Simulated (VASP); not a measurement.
# Pd (Fm-3m) in VASP: notebook

Runs on Pd. Level: PBEsol. Tasks: single point, relaxation of cell and atoms.

Everything below comes from runs of VASP 6.6.1. Logs are shortened: lines on timing, memory, paths and dates and some standing lists are left out, and cuts for length are marked.

## Step 1: The cell of the first run

The structure is cubic, space group Fm-3m (No. 225). Conventional cell: a = 3.875 Å, b = 3.875 Å, c = 3.875 Å, α = 90.00°, β = 90.00°, γ = 90.00°. Within 3.6 Å of Pd (site symmetry m-3m) lie 12 Pd at 2.74 Å.

## Step 2: Single point, PBEsol

The input, INCAR:

```
ALGO     = Normal         # electronic algorithm
EDIFF    = 1E-6           # SCF threshold, eV
ENCUT    = 520            # plane-wave cutoff, eV
GGA      = PS             # functional
ISIF     = 2              # what is computed and relaxed
ISMEAR   = 0              # smearing method
LASPH    = True           # aspherical terms in the spheres
LCHARG   = False          # write CHGCAR
LREAL    = False          # projectors in reciprocal space
LWAVE    = False          # write WAVECAR
NBANDS   = 11             # bands
NELM     = 100            # most SCF steps
PREC     = Accurate       # precision mode
SIGMA    = 0.1            # smearing width, eV
```

The input, KPOINTS:

```
k-points
0
Gamma
  18 18 18
```

The input, POSCAR:

```
Pd
1.0
    0.0000000000      1.9374203089      1.9374203089
    1.9374203089      0.0000000000      1.9374203089
    1.9374203089      1.9374203089      0.0000000000
Pd
1
Direct
    0.0000000000      0.0000000000      0.0000000000
```

Potentials or basis: VASP PAW PBE potentials, release 64 (Pd).

The run is started by

```
$ cat potpaw_PBE.64/Pd/POTCAR > POTCAR
$ mpirun -np 1 vasp_std > vasp.out
```

OUTCAR:

```text
EDIFF = 1E-6
   ENCUT = 520
   GGA = PS
   ISIF = 2
   ISMEAR = 0
   LASPH = True
   LREAL = False
   NELM = 100
   PREC = Accurate

 ion  position               nearest neighbor table
   1  0.000  0.000  0.000-

  LATTYP: Found a face centered cubic cell.
 ALAT       =     3.8748406178

  Lattice vectors:

 A1 = (   0.0000000000,   1.9374203089,   1.9374203089)
 A2 = (   1.9374203089,   0.0000000000,   1.9374203089)
 A3 = (   1.9374203089,   1.9374203089,   0.0000000000)

Analysis of symmetry for initial positions (statically):
=====================================================================
 Subroutine PRICEL returns:
 Original cell was already a primitive cell.

 Routine SETGRP: Setting up the symmetry group for a
 face centered cubic supercell.

 Subroutine GETGRP returns: Found 48 space group operations
 (whereof 48 operations were pure point group operations)
 out of a pool of 48 trial point group operations.

The static configuration has the point symmetry O_h .

Analysis of symmetry for dynamics (positions and initial velocities):
=====================================================================
 Subroutine PRICEL returns:
 Original cell was already a primitive cell.

 Routine SETGRP: Setting up the symmetry group for a
 face centered cubic supercell.

 Subroutine GETGRP returns: Found 48 space group operations
 (whereof 48 operations were pure point group operations)
 out of a pool of 48 trial point group operations.

The dynamic configuration has the point symmetry O_h .

 Subroutine INISYM returns: Found 48 space group operations
 (whereof 48 operations are pure point group operations),
 and found     1 'primitive' translations

----------------------------------------------------------------------------------------

                                     Primitive cell

  volume of cell :      14.5446

  direct lattice vectors                    reciprocal lattice vectors
     0.000000000  1.937420309  1.937420309    -0.258075131  0.258075131  0.258075131
     1.937420309  0.000000000  1.937420309     0.258075131 -0.258075131  0.258075131
     1.937420309  1.937420309  0.000000000     0.258075131  0.258075131 -0.258075131

  length of vectors
     2.739926077  2.739926077  2.739926077     0.446999239  0.446999239  0.446999239

  position of ions in fractional coordinates (direct lattice)
     0.000000000  0.000000000  0.000000000

  ion indices of the primitive-cell ions
   primitive index   ion index
                 1           1

----------------------------------------------------------------------------------------

 KPOINTS: k-points

Automatic generation of k-mesh.
 Grid dimensions read from file:
 generate k-points for:   18   18   18

 Generating k-lattice:

  Cartesian coordinates                     Fractional coordinates (reciprocal lattice)
    -0.014337507  0.014337507  0.014337507     0.055555556  0.000000000  0.000000000
     0.014337507 -0.014337507  0.014337507     0.000000000  0.055555556  0.000000000
     0.014337507  0.014337507 -0.014337507     0.000000000  0.000000000  0.055555556

  Length of vectors
     0.024833291  0.024833291  0.024833291

  Shift w.r.t. Gamma in fractional coordinates (k-lattice)
     0.000000000  0.000000000  0.000000000

 Subroutine IBZKPT returns following result:
 ===========================================

 Found    195 irreducible k-points:

 Following reciprocal coordinates:
            Coordinates               Weight
  0.000000  0.000000  0.000000      1.000000
  0.055556  0.000000  0.000000      8.000000
  0.111111  0.000000  0.000000      8.000000
  0.166667  0.000000  0.000000      8.000000
  0.222222  0.000000  0.000000      8.000000
  0.277778  0.000000  0.000000      8.000000
[... 16 lines left out ...]
 -0.277778  0.055556  0.000000     24.000000
 -0.222222  0.055556  0.000000     24.000000
 [... further k-points ...]
   k-points           NKPTS =    195   k-points in BZ     NKDIM =    195   number of bands    NBANDS=     11
   number of dos      NEDOS =    301   number of ions     NIONS =      1
   total plane-waves  NPLWV =   8000
   dimension x,y,z NGX =    20 NGY =   20 NGZ =   20
   dimension x,y,z NGXF=    40 NGYF=   40 NGZF=   40
   ions per type =               1
   NGX,Y,Z   is equivalent  to a cutoff of  12.14, 12.14, 12.14 a.u.
   NGXF,Y,Z  is equivalent  to a cutoff of  24.27, 24.27, 24.27 a.u.
 SYSTEM =  unknown system
   PREC   = accura    normal or accurate (medium, high low for compatibility)
   ISTART =      0    job   : 0-new  1-cont  2-samecut
   ICHARG =      2    charge: 1-file 2-atom 10-const
   ISPIN  =      1    spin polarized calculation?
   LNONCOLLINEAR =      F non collinear calculations
   LSORBIT =      F    spin-orbit coupling
   LASPH  =      T    aspherical Exc in radial PAW
   ENCUT  =  520.0 eV  38.22 Ry    6.18 a.u.   5.09  5.09  5.09*2*pi/ulx,y,z
   NELM   =    100;   NELMIN=  2; NELMDL= -5     # of ELM steps
   EDIFF  = 0.1E-05   stopping-criterion for ELM
   LREAL  =      F    real-space projection
   EDIFFG = 0.1E-04   stopping-criterion for IOM
   NSW    =      0    number of steps for IOM
   IBRION =     -1    ionic relax: 0-MD 1-quasi-New 2-CG
   NFREE  =      0    steps in history (QN), initial steepest desc. (CG)
   ISIF   =      2    stress and relaxation
   ISYM   =      2    0-nonsym 1-usesym 2-fastsym
   POTIM  = 0.5000    time-step for ionic-motion
   TEBEG  =    0.0;   TEEND  =   0.0 temperature during run
   PSTRESS=    0.0 pullay stress
   NELECT =      10.0000    total number of electrons
   NUPDOWN=      -1.0000    fix difference up-down
   EMIN   =  10.00;   EMAX   =-10.00  energy-range for DOS
   EFERMI =   0.00;   METHOD = LEGACY
   ISMEAR =     0;   SIGMA  =   0.10  broadening in eV -4-tet -1-fermi 0-gaus
   EFERMI_NEDOS =   21; number of points for ismear=-14 and -15
   IALGO  =     38    algorithm
   IMIX   =      4    mixing-type and parameters
     AMIX     =   0.40;   BMIX     =  1.00
     AMIX_MAG =   1.60;   BMIX_MAG =  1.00
  volume/ion in A,a.u.               =      14.54        98.15
  Fermi-wavevector in a.u.,A,eV,Ry     =   1.444911  2.730485 28.405791  2.087767
  Thomas-Fermi vector in A             =   2.563152
   LORBIT       =      0    0 simple, 1 ext, 2 COOP (PROOUT), +10 PAW based schemes
   GGA     = PS    functional components
   LHFCALC =     F    Hartree Fock is set to
   AEXX    =    0.0000 exact exchange contribution
   IVDW    =     0    specifies the selected vdW correction
   LEPSILON=     F    determine dielectric tensor
   LRPA    =     F    only Hartree local field effects (RPA)
 non-spin polarized calculation
 Gauss-broadening in eV      SIGMA  =   0.10
  energy-cutoff  :      520.00
  volume of cell :       14.54
 maximum number of plane-waves:       403
   NGX = 11   NGY = 11   NGZ = 11

 number of electron      10.0000002 magnetization

 Free energy of the ion-electron system (eV)
  ---------------------------------------------------
  ext. energy  EPLUGINS =         0.00000000
  ---------------------------------------------------
  free energy    TOTEN  =        -5.96953537 eV

  energy without entropy =       -5.95803530  energy(sigma->0) =       -5.96378534

 E-fermi :   9.8624     XC(G=0): -13.4676

 val. band max:        9.8611741873   @ k =  -0.4444   0.3889   0.1111
 cond. band min:       9.8630222630   @ k =   0.5000   0.1111   0.0000
 fundamental gap:      0.0018480757
 Fermi energy:         9.8624007657

 k-point     1 :       0.0000    0.0000    0.0000
  band No.  band energies     occupation
      1       2.5095      2.00000
      2       6.9400      2.00000
      3       6.9400      2.00000
      4       6.9400      2.00000
      5       8.6109      2.00000
      6       8.6109      2.00000
      7      26.9918      0.00000
      8      31.8428      0.00000
      9      31.8428      0.00000
     10      31.8428      0.00000
     11      35.9062      0.00000

 k-point     2 :       0.0556    0.0000    0.0000
  band No.  band energies     occupation
      1       2.6234      2.00000
      2       6.8981      2.00000
      3       6.9803      2.00000
      4       6.9803      2.00000
      5       8.5911      2.00000
      6       8.5911      2.00000
      7      27.1179      0.00000
      8      31.0808      0.00000
      9      31.9771      0.00000
     10      31.9771      0.00000
     11      35.9519      0.00000

 k-point     3 :       0.1111    0.0000    0.0000
  band No.  band energies     occupation
      1       2.9527      2.00000
      2       6.7934      2.00000
      3       7.0856      2.00000
      4       7.0856      2.00000
      5       8.5493      2.00000
      6       8.5493      2.00000
      7      27.4065      0.00000
      8      29.5370      0.00000
      9      32.3589      0.00000
     10      32.3589      0.00000
     11      35.9816      0.00000

 k-point     4 :       0.1667    0.0000    0.0000
  band No.  band energies     occupation
      1       3.4498      2.00000
      2       6.6938      2.00000
      3       7.2040      2.00000
      4       7.2040      2.00000
      5       8.5420      2.00000
      6       8.5420      2.00000
      7      27.1478      0.00000
      8      28.3300      0.00000
      9      32.9171      0.00000
     10      32.9171      0.00000
     11      36.0581      0.00000
[... 239 lines left out ...]
 k-point    22 :      -0.3333    0.0556    0.0000
  band No.  band energies     occupation
      1       4.5905      2.00000
      2       7.0304      2.00000
      3       7.1161      2.00000
      4       8.0596      2.00000
      5       9.1427      2.00000
      6       9.8743      0.86606
      7      20.7567      0.00000
      8      27.1556      0.00000
      9      31.0525      0.00000
     10      33.1376      0.00000
     11      35.8936      0.00000

 k-point    23 :      -0.2778    0.0556    0.0000
  band No.  band energies     occupation
      1       4.5426      2.00000
      2       7.0839      2.00000
      3       7.2308      2.00000
      4       7.2969      2.00000
      5       8.7768      2.00000
      6       9.3948      2.00000
      7      22.7953      0.00000
      8      27.6758      0.00000
      9      31.7012      0.00000
     10      34.6291      0.00000
     11      35.0492      0.00000

 k-point    24 :      -0.2222    0.0556    0.0000
  band No.  band energies     occupation
      1       4.2488      2.00000
      2       6.6977      2.00000
      3       7.2740      2.00000
      4       7.3108      2.00000
      5       8.4819      2.00000
      6       9.0220      2.00000
      7      24.8381      0.00000
      8      28.0915      0.00000
      9      32.1564      0.00000
     10      34.4959      0.00000
     11      34.9268      0.00000

 [... further k-points ...]

------------------------ aborting loop because EDIFF is reached ----------------------------------------

  FORCE on cell =-STRESS in cart. coord.  units (eV):
  Direction    XX          YY          ZZ          XY          YZ          ZX
  --------------------------------------------------------------------------------------
  -------------------------------------------------------------------------------------
  Total       -0.0283314     -0.0283314     -0.0283314      0.0000000      0.0000000      0.0000000
  in kB       -3.1208746     -3.1208746     -3.1208746      0.0000000      0.0000000      0.0000000
  external PRESSURE =      -3.1208746 kB  Pullay stress =       0.0000000 kB

 VOLUME and BASIS-vectors are now :
 -----------------------------------------------------------------------------
  energy-cutoff  :      520.00
  volume of cell :       14.54
      direct lattice vectors                 reciprocal lattice vectors
     0.000000000  1.937420309  1.937420309    -0.258075131  0.258075131  0.258075131
     1.937420309  0.000000000  1.937420309     0.258075131 -0.258075131  0.258075131
     1.937420309  1.937420309  0.000000000     0.258075131  0.258075131 -0.258075131

 POSITION                                       TOTAL-FORCE (eV/Angst)
 -----------------------------------------------------------------------------------
      0.00000      0.00000      0.00000         0.000000      0.000000     -0.000000
 -----------------------------------------------------------------------------------
    total drift:                                0.000000      0.000000      0.000000

  FREE ENERGIE OF THE ION-ELECTRON SYSTEM (eV)
  ---------------------------------------------------
  free  energy   TOTEN  =        -5.9695353718 eV

  energy  without entropy=       -5.9580353019  energy(sigma->0) =       -5.96378534
```

Wall time 27 s (1 thread of Intel Xeon 8259CL, shared host); peak memory 0.15 GiB.

What came out:

| Property | Result |
| --- | --- |
| Free energy | -5.9695 eV |
| Pressure | -0.3 GPa |
| Band gap on the k mesh | zero (bands 5 and 6 overlap by 1.62 eV) |

Levels at points of the mesh, in eV from the Fermi level:
```
           k point  band 2  band 3  band 4  band 5  band 6  band 7  band 8  band 9
(0.00, 0.00, 0.00)   -2.92   -2.92   -2.92   -1.25   -1.25   17.13   21.98   21.98
(0.50, 0.00, 0.00)   -2.97   -2.97   -0.02   -0.02    0.89    7.37   16.49   21.14
(0.50, 0.50, 0.00)   -5.25   -0.04    0.30    0.30    3.25   10.86   13.19   13.19
```

Caveat: the PAW data sets were made with another functional, which shifts forces and pressure a little.

(Continued in part 2 of 2.)
